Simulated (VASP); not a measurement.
# Zr (P6_3/mmc) in VASP: a series of runs, part 2 of 2

VASP 6.6.1. The steps go on from the part before.

## (3) Relaxation of shape and atoms at fixed volume, PBE (volume scaled by 0.88)

Contents of INCAR:

```
SYSTEM = Zr
PREC = Accurate ; ENCUT = 600
EDIFF = 1E-6 ; ISMEAR = 0
SIGMA = 0.1 ; LREAL = .False.
LASPH = .True. ; NELM = 80
ALGO = Fast ; ISIF = 4
LWAVE = .False. ; LCHARG = .False.
GGA = PE ; IBRION = 2
NSW = 50 ; EDIFFG = -0.01
```

Contents of KPOINTS:

```
Automatic mesh
0
Gamma
  15 15 8
  0 0 0
```

Contents of POSCAR:

```
Zr
1.0
    3.0840189335      0.0000000000      0.0000000000
   -1.5420094667      2.6708387421      0.0000000000
    0.0000000000      0.0000000000      4.9982751551
Zr
2
Direct
    0.3333333333      0.6666666667      0.2500000000
    0.6666666667      0.3333333333      0.7500000000
```

Potentials or basis: VASP PAW PBE potentials, release 64 (Zr_sv).

Command:

```sh
> cat potpaw_PBE.64/Zr_sv/POTCAR > POTCAR
> mpirun -np 1 vasp_std > vasp.out
```

OUTCAR:

```text
SYSTEM = Zr
   PREC = Accurate
   ENCUT = 600
   EDIFF = 1E-6
   ISMEAR = 0
   LREAL = .False.
   LASPH = .True.
   NELM = 80
   ISIF = 4
   GGA = PE
   IBRION = 2
   NSW = 50
   EDIFFG = -0.01

 ion  position               nearest neighbor table
   1  0.333  0.667  0.250-   2 3.07   2 3.07   2 3.07   2 3.07   2 3.07   2 3.07
   2  0.667  0.333  0.750-   1 3.07   1 3.07   1 3.07   1 3.07   1 3.07   1 3.07

  LATTYP: Found a hexagonal cell.
 ALAT       =     3.0840189335
 C/A-ratio  =     1.6207018384

  Lattice vectors:

 A1 = (   3.0840189335,   0.0000000000,   0.0000000000)
 A2 = (  -1.5420094667,   2.6708387421,   0.0000000000)
 A3 = (   0.0000000000,   0.0000000000,   4.9982751551)

Analysis of symmetry for initial positions (statically):
=====================================================================
 Subroutine PRICEL returns:
 Original cell was already a primitive cell.

 Routine SETGRP: Setting up the symmetry group for a
 hexagonal supercell.

 Subroutine GETGRP returns: Found 24 space group operations
 (whereof 12 operations were pure point group operations)
 out of a pool of 24 trial point group operations.

The static configuration has the point symmetry D_3d.
 The point group associated with its full space group is D_6h.

Analysis of symmetry for dynamics (positions and initial velocities):
=====================================================================
 Subroutine PRICEL returns:
 Original cell was already a primitive cell.

 Routine SETGRP: Setting up the symmetry group for a
 hexagonal supercell.

 Subroutine GETGRP returns: Found 24 space group operations
 (whereof 12 operations were pure point group operations)
 out of a pool of 24 trial point group operations.

The dynamic configuration has the point symmetry D_3d.
 The point group associated with its full space group is D_6h.

[... 127 lines left out ...]
   LEPSILON=     F    determine dielectric tensor
   LRPA    =     F    only Hartree local field effects (RPA)
 conjugate gradient relaxation of ions
 non-spin polarized calculation
 RMM-DIIS sequential band-by-band and
 Gauss-broadening in eV      SIGMA  =   0.10
  energy-cutoff  :      600.00
  volume of cell :       41.17
 maximum number of plane-waves:      1398
 NGX is ok and might be reduce to    28
   NGX = 13   NGY = 13   NGZ = 19

--------------------------------------- Ionic step        1  -------------------------------------------

 number of electron      24.0000000 magnetization

 Free energy of the ion-electron system (eV)
  ---------------------------------------------------
  ext. energy  EPLUGINS =         0.00000000
  ---------------------------------------------------
  free energy    TOTEN  =       -16.81095185 eV

  energy without entropy =      -16.80133819  energy(sigma->0) =      -16.80614502

------------------------ aborting loop because EDIFF is reached ----------------------------------------

  FORCE on cell =-STRESS in cart. coord.  units (eV):
  Direction    XX          YY          ZZ          XY          YZ          ZX
  --------------------------------------------------------------------------------------
  -------------------------------------------------------------------------------------
  Total        3.6640858      3.6640858      3.8353480      0.0000000     -0.0000000      0.0000000
  in kB      142.5907510    142.5907510    149.2555516      0.0000000     -0.0000000      0.0000000
  external PRESSURE =     144.8123512 kB  Pullay stress =       0.0000000 kB
[... 59 lines left out ...]
--------------------------------------- Ionic step        3  -------------------------------------------

 number of electron      24.0000000 magnetization

 Free energy of the ion-electron system (eV)
  ---------------------------------------------------
  ext. energy  EPLUGINS =         0.00000000
  ---------------------------------------------------
  free energy    TOTEN  =       -16.81131310 eV

  energy without entropy =      -16.80178843  energy(sigma->0) =      -16.80655076

 E-fermi :  10.4448     XC(G=0): -11.6534

 val. band max:       10.4344309296   @ k =   0.1333   0.0000   0.1250
 cond. band min:      10.4573625988   @ k =   0.3333   0.2000   0.2500
 fundamental gap:      0.0229316692
 Fermi energy:        10.4447723444

 k-point     1 :       0.0000    0.0000    0.0000
  band No.  band energies     occupation
      1     -38.1876      2.00000
      2     -37.9545      2.00000
      3     -16.9229      2.00000
      4     -15.6585      2.00000
      5     -15.6585      2.00000
      6     -15.5116      2.00000
[... 433 lines left out ...]
      3     -16.6452      2.00000
      4     -16.4185      2.00000
      5     -16.1959      2.00000
      6     -16.1899      2.00000
[... 8 lines left out ...]
     15      12.1879      0.00000
     16      15.1330      0.00000

 [... further k-points ...]

------------------------ aborting loop because EDIFF is reached ----------------------------------------

  FORCE on cell =-STRESS in cart. coord.  units (eV):
  Direction    XX          YY          ZZ          XY          YZ          ZX
  --------------------------------------------------------------------------------------
  -------------------------------------------------------------------------------------
  Total        3.7088683      3.7088683      3.6888358      0.0000000      0.0000000      0.0000000
  in kB      144.3334976    144.3334976    143.5539138      0.0000000      0.0000000      0.0000000
  external PRESSURE =     144.0736363 kB  Pullay stress =       0.0000000 kB
[... 17 lines left out ...]
  FREE ENERGIE OF THE ION-ELECTRON SYSTEM (eV)
  ---------------------------------------------------
  free  energy   TOTEN  =       -16.8113130952 eV

  energy  without entropy=      -16.8017884302  energy(sigma->0) =      -16.80655076

 reached required accuracy - stopping structural energy minimisation
```

CONTCAR:

```text
Zr
   1.00000000000000
     3.0768500246975115    0.0000000000086340    0.0000000000000000
    -1.5384250122913949    2.6646302849365608    0.0000000000000000
     0.0000000000000000   -0.0000000000000000    5.0215937583000905
  Zr
     2
Direct
     0.3333333332999970    0.6666666667000030    0.2500000000000000
     0.6666666667000030    0.3333333332999970    0.7500000000000000

  0.00000000E+00  0.00000000E+00  0.00000000E+00
  0.00000000E+00  0.00000000E+00  0.00000000E+00
```

Wall time 5.7 min (1 thread of Intel Xeon Platinum 8488C (Sapphire Rapids), shared host); peak memory 0.24 GiB.

What came out:

| Item | Value |
| --- | --- |
| Free energy | -16.8113 eV |
| Energy gained by relaxing | 0.2 meV/atom |
| Ionic steps | 3 |
| Pressure after relaxing | 14.4 GPa |
| Band gap on the k mesh | zero (band 12 reaches 11.49 eV, above the bottom of band 13 at 10.06 eV) |

Stress tensor (GPa, compression positive):
```
14.43  0.00  0.00
 0.00 14.43  0.00
 0.00  0.00 14.36
```

The path:
| step | energy change (eV) | largest force (eV/Å) | pressure (GPa) | volume (Å³) |
| --- | --- | --- | --- | --- |
| 1 | 0.0000 | 0.0000 | 14.48 | 41.17 |
| 2 | -0.0003 | 0.0000 | 14.45 | 41.17 |
| 3 | -0.0004 | 0.0000 | 14.41 | 41.17 |

Final structure:
```xyz
2
Lattice="3.0769 0.0000 0.0000 -1.5384 2.6646 0.0000 0.0000 0.0000 5.0216" Properties=species:S:1:pos:R:3 pbc="T T T"
Zr    0.0000    1.7764    1.2554
Zr    1.5384    0.8882    3.7662
```

Caveat: the cell differs from its parent crystal (volume scaled by 0.88).
